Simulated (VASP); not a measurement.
# CaOsO3 (Cmmm) in VASP: notebook, part 2 of 2

VASP 6.6.1. Earlier steps stand in the parts before.

## (4) Single point, LDA

Contents of INCAR:

```
SYSTEM = CaOsO3
ALGO = Normal
EDIFF = 1E-6
ENCUT = 520
GGA = CA
ISIF = 2
ISMEAR = -1
LASPH = .TRUE.
LCHARG = .FALSE.
LREAL = .FALSE.
LWAVE = .FALSE.
NBANDS = 26
NELM = 100
PREC = Accurate
SIGMA = 0.15
```

Contents of KPOINTS:

```
k-points
0
G
  9 9 9
  0 0 0
```

Contents of POSCAR:

```
CaOsO3
1.0
    3.9521600000      0.0658693333      0.0000000000
    0.0658693333      3.9521600000      0.0000000000
    0.0000000000      0.0000000000      3.9521600000
Ca Os O
1 1 3
Direct
    0.0000000000      0.0000000000      0.0000000000
    0.5000000000      0.5000000000      0.5000000000
    0.5000000000      0.5000000000      0.0000000000
    0.5000000000      0.0000000000      0.5000000000
    0.0000000000      0.5000000000      0.5000000000
```

Potentials or basis: VASP PAW LDA potentials, release 64 (Ca_sv, Os, O).

The run is started by

```console
> cat potpaw_LDA.64/Ca_sv/POTCAR potpaw_LDA.64/Os/POTCAR potpaw_LDA.64/O/POTCAR > POTCAR
> mpirun -np 1 vasp_std > vasp.out
```

OUTCAR:

```text
SYSTEM = CaOsO3
   EDIFF = 1E-6
   ENCUT = 520
   GGA = CA
   ISIF = 2
   ISMEAR = -1
   LASPH = .TRUE.
   LREAL = .FALSE.
   NELM = 100
   PREC = Accurate

 ion  position               nearest neighbor table
   1  0.000  0.000  0.000-
   2  0.500  0.500  0.500-   3 1.98   3 1.98   5 1.98   4 1.98   4 1.98   5 1.98
   3  0.500  0.500  0.000-   2 1.98   2 1.98
   4  0.500  0.000  0.500-   2 1.98   2 1.98
   5  0.000  0.500  0.500-   2 1.98   2 1.98

  LATTYP: Found a base centered orthorhombic cell.
 ALAT       =     5.4960449682
 B/A-ratio  =     1.0338983051
 C/A-ratio  =     0.7190916419

  Lattice vectors:

 A1 = (  -0.0658693333,  -3.9521600000,   0.0000000000)
 A2 = (   3.9521600000,   0.0658693333,   0.0000000000)
 A3 = (   0.0000000000,   0.0000000000,   3.9521600000)

Analysis of symmetry for initial positions (statically):
=====================================================================
 Subroutine PRICEL returns:
 Original cell was already a primitive cell.

 Routine SETGRP: Setting up the symmetry group for a
 base centered orthorhombic supercell.

 Subroutine GETGRP returns: Found  8 space group operations
 (whereof  8 operations were pure point group operations)
 out of a pool of  8 trial point group operations.

The static configuration has the point symmetry D_2h.

Analysis of symmetry for dynamics (positions and initial velocities):
=====================================================================
 Subroutine PRICEL returns:
 Original cell was already a primitive cell.

 Routine SETGRP: Setting up the symmetry group for a
 base centered orthorhombic supercell.

 Subroutine GETGRP returns: Found  8 space group operations
 (whereof  8 operations were pure point group operations)
 out of a pool of  8 trial point group operations.

The dynamic configuration has the point symmetry D_2h.

 Subroutine INISYM returns: Found  8 space group operations
 (whereof  8 operations are pure point group operations),
 and found     1 'primitive' translations

----------------------------------------------------------------------------------------

                                     Primitive cell

  volume of cell :      61.7139

  direct lattice vectors                    reciprocal lattice vectors
     3.952160000  0.065869333  0.000000000     0.253096498 -0.004218275  0.000000000
     0.065869333  3.952160000  0.000000000    -0.004218275  0.253096498  0.000000000
     0.000000000  0.000000000  3.952160000     0.000000000  0.000000000  0.253026193

  length of vectors
     3.952708873  3.952708873  3.952160000     0.253131648  0.253131648  0.253026193

  position of ions in fractional coordinates (direct lattice)
     0.000000000  0.000000000  0.000000000
     0.500000000  0.500000000  0.500000000
     0.500000000  0.500000000  0.000000000
     0.500000000  0.000000000  0.500000000
     0.000000000  0.500000000  0.500000000

  ion indices of the primitive-cell ions
   primitive index   ion index
                 1           1
                 2           2
                 3           3
                 4           4
                 5           5

[... 22 lines left out ...]
 ===========================================

 Found    125 irreducible k-points:

 Following reciprocal coordinates:
            Coordinates               Weight
  0.000000  0.000000  0.000000      1.000000
  0.111111  0.000000  0.000000      4.000000
  0.222222 -0.000000  0.000000      4.000000
  0.333333  0.000000  0.000000      4.000000
  0.444444 -0.000000  0.000000      4.000000
  0.111111  0.111111  0.000000      2.000000
[... 16 lines left out ...]
 -0.333333  0.333333  0.000000      2.000000
  0.444444  0.444444  0.000000      2.000000
 [... further k-points ...]
   k-points           NKPTS =    125   k-points in BZ     NKDIM =    125   number of bands    NBANDS=     26
   number of dos      NEDOS =    301   number of ions     NIONS =      5
   total plane-waves  NPLWV =  27000
   dimension x,y,z NGX =    30 NGY =   30 NGZ =   30
   dimension x,y,z NGXF=    60 NGYF=   60 NGZF=   60
   ions per type =               1   1   3
   NGX,Y,Z   is equivalent  to a cutoff of  12.62, 12.62, 12.62 a.u.
   NGXF,Y,Z  is equivalent  to a cutoff of  25.24, 25.24, 25.24 a.u.
 SYSTEM =  CaOsO3
   PREC   = accura    normal or accurate (medium, high low for compatibility)
   ISTART =      0    job   : 0-new  1-cont  2-samecut
   ICHARG =      2    charge: 1-file 2-atom 10-const
   ISPIN  =      1    spin polarized calculation?
   LNONCOLLINEAR =      F non collinear calculations
   LSORBIT =      F    spin-orbit coupling
   LASPH  =      T    aspherical Exc in radial PAW
   ENCUT  =  520.0 eV  38.22 Ry    6.18 a.u.   7.35  7.35  7.35*2*pi/ulx,y,z
   NELM   =    100;   NELMIN=  2; NELMDL= -5     # of ELM steps
   EDIFF  = 0.1E-05   stopping-criterion for ELM
   LREAL  =      F    real-space projection
   EDIFFG = 0.1E-04   stopping-criterion for IOM
   NSW    =      0    number of steps for IOM
   IBRION =     -1    ionic relax: 0-MD 1-quasi-New 2-CG
   NFREE  =      0    steps in history (QN), initial steepest desc. (CG)
   ISIF   =      2    stress and relaxation
   ISYM   =      2    0-nonsym 1-usesym 2-fastsym
   POTIM  = 0.5000    time-step for ionic-motion
   TEBEG  =    0.0;   TEEND  =   0.0 temperature during run
   PSTRESS=    0.0 pullay stress
   NELECT =      36.0000    total number of electrons
   NUPDOWN=      -1.0000    fix difference up-down
   EMIN   =  10.00;   EMAX   =-10.00  energy-range for DOS
   EFERMI =   0.00;   METHOD = LEGACY
   ISMEAR =    -1;   SIGMA  =   0.15  broadening in eV -4-tet -1-fermi 0-gaus
   EFERMI_NEDOS =   21; number of points for ismear=-14 and -15
   IALGO  =     38    algorithm
   IMIX   =      4    mixing-type and parameters
     AMIX     =   0.40;   BMIX     =  1.00
     AMIX_MAG =   1.60;   BMIX_MAG =  1.00
  volume/ion in A,a.u.               =      12.34        83.29
  Fermi-wavevector in a.u.,A,eV,Ry     =   1.367880  2.584919 25.457806  1.871096
  Thomas-Fermi vector in A             =   2.493894
   LORBIT       =      0    0 simple, 1 ext, 2 COOP (PROOUT), +10 PAW based schemes
   GGA     = CA    functional components
   LHFCALC =     F    Hartree Fock is set to
   AEXX    =    0.0000 exact exchange contribution
   IVDW    =     0    specifies the selected vdW correction
   LEPSILON=     F    determine dielectric tensor
   LRPA    =     F    only Hartree local field effects (RPA)
 non-spin polarized calculation
  energy-cutoff  :      520.00
  volume of cell :       61.71
 maximum number of plane-waves:      1687
 NGX is ok and might be reduce to    30
   NGX = 15   NGY = 15   NGZ = 15

 number of electron      35.9999988 magnetization

 Free energy of the ion-electron system (eV)
  ---------------------------------------------------
  ext. energy  EPLUGINS =         0.00000000
  ---------------------------------------------------
  free energy    TOTEN  =       -40.34821274 eV

  energy without entropy =      -40.09668243  energy(sigma->0) =      -40.22244758

 E-fermi :   5.7552     XC(G=0): -11.6556

 val. band max:        5.7534535929   @ k =   0.4444   0.1111   0.2222
 cond. band min:       5.7564028446   @ k =  -0.4444   0.4444   0.0000
 fundamental gap:      0.0029492516
 Fermi energy:         5.7552145599

 k-point     1 :       0.0000    0.0000    0.0000
  band No.  band energies     occupation
      1     -35.5805      2.00000
      2     -16.8343      2.00000
      3     -16.8330      2.00000
      4     -16.8329      2.00000
      5     -14.7033      2.00000
      6     -13.6244      2.00000
[... 685 lines left out ...]
     25      10.2253      0.00000
     26      12.2612      0.00000

 [... further k-points ...]

------------------------ aborting loop because EDIFF is reached ----------------------------------------

  FORCE on cell =-STRESS in cart. coord.  units (eV):
  Direction    XX          YY          ZZ          XY          YZ          ZX
  --------------------------------------------------------------------------------------
  -------------------------------------------------------------------------------------
  Total       -4.5783489     -4.5783489     -4.5849290     -0.3341800      0.0000000      0.0000000
  in kB     -118.8602310   -118.8602310   -119.0310589     -8.6757733      0.0000000      0.0000000
  external PRESSURE =    -118.9171736 kB  Pullay stress =       0.0000000 kB

 VOLUME and BASIS-vectors are now :
 -----------------------------------------------------------------------------
  energy-cutoff  :      520.00
  volume of cell :       61.71
      direct lattice vectors                 reciprocal lattice vectors
     3.952160000  0.065869333  0.000000000     0.253096498 -0.004218275  0.000000000
     0.065869333  3.952160000  0.000000000    -0.004218275  0.253096498  0.000000000
     0.000000000  0.000000000  3.952160000     0.000000000  0.000000000  0.253026193

 POSITION                                       TOTAL-FORCE (eV/Angst)
 -----------------------------------------------------------------------------------
      0.00000      0.00000      0.00000         0.000000      0.000000      0.000000
      2.00901      2.00901      1.97608         0.000000      0.000000      0.000000
      2.00901      2.00901      0.00000        -0.000000      0.000000      0.000000
      1.97608      0.03293      1.97608         0.000000      0.000000      0.000000
      0.03293      1.97608      1.97608         0.000000      0.000000      0.000000
 -----------------------------------------------------------------------------------
    total drift:                                0.000000      0.000000     -0.000000

  FREE ENERGIE OF THE ION-ELECTRON SYSTEM (eV)
  ---------------------------------------------------
  free  energy   TOTEN  =       -40.3482127362 eV

  energy  without entropy=      -40.0966824264  energy(sigma->0) =      -40.22244758
```

OSZICAR:

```text
N       E                     dE             d eps       ncg     rms          rms(c)
DAV:   1     0.301603437188E+03    0.30160E+03   -0.18936E+04  6500   0.139E+03
DAV:   2    -0.213944672028E+02   -0.32300E+03   -0.30989E+03  7518   0.388E+02
DAV:   3    -0.455967939514E+02   -0.24202E+02   -0.23673E+02  8080   0.101E+02
DAV:   4    -0.464783525072E+02   -0.88156E+00   -0.87683E+00 10988   0.171E+01
DAV:   5    -0.464890955451E+02   -0.10743E-01   -0.10727E-01  7982   0.173E+00    0.554E+01
DAV:   6    -0.407298635307E+02    0.57592E+01   -0.32149E+01  8812   0.375E+01    0.177E+01
DAV:   7    -0.404528340851E+02    0.27703E+00   -0.36126E+00  8984   0.147E+01    0.171E+01
DAV:   8    -0.403623000502E+02    0.90534E-01   -0.36110E-01  9710   0.526E+00    0.496E+00
DAV:   9    -0.403483994350E+02    0.13901E-01   -0.53750E-02  8184   0.167E+00    0.502E-01
DAV:  10    -0.403484574637E+02   -0.58029E-04   -0.68207E-03  9892   0.553E-01    0.467E-01
DAV:  11    -0.403482320831E+02    0.22538E-03   -0.83830E-04  8880   0.232E-01    0.313E-01
DAV:  12    -0.403482145153E+02    0.17568E-04   -0.94569E-05  8964   0.647E-02    0.200E-01
DAV:  13    -0.403482128449E+02    0.16704E-05   -0.25001E-05  8552   0.311E-02    0.384E-02
DAV:  14    -0.403482127362E+02    0.10868E-06   -0.10984E-06  5380   0.886E-03
   1 F= -.40348213E+02 E0= -.40222448E+02  d E =-.251530E+00
```

Run time: 3 min. Hardware: 1 thread of AMD EPYC 9755, shared host; peak memory 0.27 GiB.

Results:

```
Free energy            : -40.3482 eV
Pressure               : -11.9 GPa
Band gap on the k mesh : zero (bands 18 and 19 overlap by 3.83 eV)
```

Stress tensor (GPa, compression positive):
```
-11.89  -0.87   0.00
 -0.87 -11.89   0.00
  0.00   0.00 -11.90
```

Caveat: the cell stands under tension; spin-orbit coupling is left out, which moves the levels of the heavy elements.

## (5) Summary

| cell | gap on the mesh (eV) | pressure (GPa) |
| --- | --- | --- |
| a = 3.953, b = 3.953, c = 3.952 Å, angles 90.0, 90.0, 92.9°, 5 atoms | none | -11.9 |
| a = 3.953 Å, angles 90.0, 90.0, 91.9°, 5 atoms | none | -11.9 |
| a = 3.953 Å, angles 90.0, 90.0, 88.1°, 5 atoms | none | -11.9 |

Alike in all rows: task single point; level LDA; potentials or basis VASP PAW LDA potentials, release 64 (Ca_sv, Os, O); no spin polarisation; k mesh 9 × 9 × 9; cutoff (eV) 520; smearing fermi-dirac 0.15 eV.

Caveats: the cell stands under tension; spin-orbit coupling is left out, which moves the levels of the heavy elements.

Total energies depend on the potentials used, so only differences within one code and one set of settings carry meaning.
